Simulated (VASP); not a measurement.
Input of a VASP 6.6.1 run:

Contents of INCAR:

```
SYSTEM = WC4
  PREC = Accurate
  ENCUT = 600
  EDIFF = 1E-6
  ISMEAR = 0
  SIGMA = 0.2
  LREAL = .False.
  LASPH = .True.
  NELM = 120
  ALGO = Normal
  ISIF = 2
  LWAVE = .False.
  LCHARG = .False.
  GGA = PE
  NBANDS = 23
  GGA_COMPAT = .False.
```

The input KPOINTS:

```
regular mesh
0
Gamma
  4 4 4
  0 0 0
```

POSCAR

```
WC4
1.0
    3.8164063770      0.0000000000      0.0000000000
   -1.9082031885      3.3051048736      0.0000000000
    0.0000000000      0.0000000000      3.9780644925
W C
1 4
Direct
    0.0000000000      0.0000000000      0.0000000000
    0.5000000000      0.0000000000      0.5000000000
    0.0000000000      0.5000000000      0.5000000000
    0.5000000000      0.5000000000      0.5000000000
    0.0000000000      0.0000000000      0.5000000000
```

Potentials or basis: VASP PAW PBE potentials, release 64 (W_sv, C).

Launch:

```sh
$ cat potpaw_PBE.64/W_sv/POTCAR potpaw_PBE.64/C/POTCAR > POTCAR
$ mpirun -np 1 vasp_std > vasp.out
```

Task: Predict the pressure.

Result: 0.0 GPa.

Task: Predict the band gap on the k mesh.

Result: Zero (band 15 reaches 8.52 eV, above the bottom of band 16 at 7.68 eV).

Stress tensor (GPa, compression positive):
```
-0.08  0.00  0.00
 0.00 -0.08  0.00
 0.00  0.00  0.21
```

Caveat: the k points lie up to 0.48 Å⁻¹ apart; spin-orbit coupling is left out, which moves the levels of the heavy elements.
